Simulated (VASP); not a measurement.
Here is a VASP 6.6.1 calculation.

Contents of POSCAR:

```
BaZrO3
1.0
    4.2878340575      0.0000000000      0.0000000000
    0.0000000000      4.2878340575      0.0000000000
    0.0000000000      0.0000000000      4.2878340575
Ba Zr O
1 1 3
Direct
    0.0000000000      0.0000000000      0.0000000000
    0.5000000000      0.5000000000      0.5000000000
    0.5000000000      0.5000000000      0.0000000000
    0.5000000000      0.0000000000      0.5000000000
    0.0000000000      0.5000000000      0.5000000000
```

File INCAR.step1:

```
SYSTEM = BaZrO3
PREC = Accurate
ENCUT = 520
ISMEAR = 0
SIGMA = 0.01
LREAL = .False.
LASPH = .True.
NELM = 60
NBANDS = 28
GGA = PE
ALGO = Normal
EDIFF = 1E-4
LWAVE = .True.
LCHARG = .False.
```

File INCAR.step2:

```
SYSTEM = BaZrO3
PREC = Accurate
ENCUT = 520
EDIFF = 1E-6
ISMEAR = 0
SIGMA = 0.01
LREAL = .False.
LASPH = .True.
NELM = 60
ALGO = Normal
ISIF = 2
LWAVE = .False.
LCHARG = .True.
METAGGA = R2SCAN
LMIXTAU = .True.
LELF = .True.
LVHAR = .True.
NBANDS = 28
ISTART = 1
```

File KPOINTS:

```
Automatic mesh
0
Gamma
  6 6 6
  0 0 0
```

Potentials or basis: VASP PAW PBE potentials, release 64 (Ba_sv, Zr_sv, O).

Command:

```bash
$ cat potpaw_PBE.64/Ba_sv/POTCAR potpaw_PBE.64/Zr_sv/POTCAR potpaw_PBE.64/O/POTCAR > POTCAR
$ cp INCAR.step1 INCAR
$ mpirun -np 1 vasp_std > vasp.out
$ cp INCAR.step2 INCAR
$ mpirun -np 1 vasp_std > vasp.out
```

**Question.** What does it give for the pressure?

**Answer.** -7.6 GPa.

**Question.** Estimate the band gap on the k mesh.

**Answer.** 3.53 eV, indirect (least direct gap 3.83 eV).

Caveat: the PAW data sets were made with another functional, which shifts forces and pressure a little; spin-orbit coupling is left out, which moves the levels of the heavy elements. A k mesh can miss the band edges.
